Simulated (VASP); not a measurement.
Write the native input for VASP 6.6.1 that does the following.

```yaml
Task: single point
Functional: RPBE
Potentials_or_basis: VASP PAW PBE potentials, release 64 (Co)
Cutoff: 520 eV
k_mesh: 18 × 18 × 18
Occupations: fermi-dirac, width 0.1 eV
Spin: no spin polarisation
Dipole_correction: no
Further_INCAR_settings: ALGO = Normal; EDIFF = 1e-07; NBANDS = 10
```

The structure of Co lies in POSCAR:

```
Co
1.0
   -1.4127277108      1.4127277108      1.4127277108
    1.4127277108     -1.4127277108      1.4127277108
    1.4127277108      1.4127277108     -1.4127277108
Co
1
Direct
    0.0000000000      0.0000000000      0.0000000000
```

This cell differs from its parent crystal: volume scaled by 1.04.

One way to write it, as run:

INCAR

```
SYSTEM = Co
  ALGO = Normal
  EDIFF = 1E-7
  ENCUT = 520
  GGA = RP
  ISIF = 2
  ISMEAR = -1
  LASPH = .TRUE.
  LCHARG = .FALSE.
  LREAL = .FALSE.
  LWAVE = .FALSE.
  NBANDS = 10
  NELM = 100
  PREC = Accurate
  SIGMA = 0.1
```

KPOINTS

```
k-points
0
G
  18 18 18
  0 0 0
```

Potentials or basis: VASP PAW PBE potentials, release 64 (Co).

Command:

```sh
$ cat potpaw_PBE.64/Co/POTCAR > POTCAR
$ mpirun -np 1 vasp_std > vasp.out
```

It gave:

```json
{
 "Pressure": "-8.0 GPa"
}
```

Caveat: the PAW data sets were made with another functional, which shifts forces and pressure a little; the run has no spin polarisation, though such a crystal can be magnetic.

Run time: 19 s on 1 thread of Intel(R) Xeon(R) Platinum 8259CL CPU @ 2.50GHz (Skylake/Cascade Lake), with other jobs on the host, peak memory 0.14 GiB.
